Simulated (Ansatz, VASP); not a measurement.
Ti in VASP and in Ansatz

The input POSCAR:

```
Ti
1.0
    0.0000000000      1.9285000000      1.9792500000
    1.9285000000      0.0000000000      1.9792500000
    1.9285000000      1.9285000000      0.0000000000
Ti
1
Direct
    0.0000000000      0.0000000000      0.0000000000
```

File INCAR.step1:

```
PREC = Accurate
ENCUT = 520
ISMEAR = 0
SIGMA = 0.15
LREAL = F
LASPH = T
NELM = 100
NBANDS = 12
GGA = PE
ALGO = Normal
EDIFF = 1E-4
LWAVE = T
LCHARG = F
```

INCAR.step2

```
PREC = Accurate
ENCUT = 520
EDIFF = 1E-6
ISMEAR = 0
SIGMA = 0.15
LREAL = F
LASPH = T
NELM = 100
ALGO = Normal
ISIF = 2
LWAVE = F
LCHARG = T
METAGGA = R2SCAN
LMIXTAU = T
LELF = T
LVHAR = T
NBANDS = 12
ISTART = 1
```

File KPOINTS:

```
regular mesh
0
Gamma
  20 20 20
```

Input for Ansatz:

```yaml
crystal:
  lattice:
    - [0.0, 1.9285, 1.97925]
    - [1.9285, 0.0, 1.97925]
    - [1.9285, 1.9285, 0.0]
  atoms:
    - { symbol: Ti, position: [0.0, 0.0, 0.0] }
basis:
  ecutwfc: 500
kpoints:
  mp_grid: { grid: [20, 20, 20] }
hamiltonian:
  xc: r2scan
scf:
  occupations: { method: gaussian, width: 0.15 }
output:
  forces: true
  stress: true
  eigenvalues: true
```

Change from the starting cell: strain -0.050 along x and y, -0.025 along z, atoms carried along.

Alike in both runs: task single point; functional r2SCAN; k mesh 20 × 20 × 20; occupations gaussian, width 0.15 eV; no spin polarisation.

```csv
,VASP,Ansatz
version,VASP 6.6.1,Ansatz 0.2.0
potentials or method,"VASP PAW PBE potentials, release 64 (Ti_sv), cutoff 520 eV","scalar-relativistic, plane waves, PAW"
valence electrons in the cell,12,12
```

Ansatz gave:

```
gap on the k mesh at the Fermi level (eV)                     : none
pressure (GPa)                                                : 23.9
traceless stress, the component that is largest in VASP (GPa) : -0.52
```

Q: What did VASP give for the same quantities?

A: gap on the k mesh at the Fermi level (eV): none; pressure (GPa): 24.5; traceless stress, the component that is largest in VASP (GPa): -0.53.

VASP's potentials were made for PBE, not for r2SCAN. A gap of «none» marks a metal or a gap that the smearing closes.
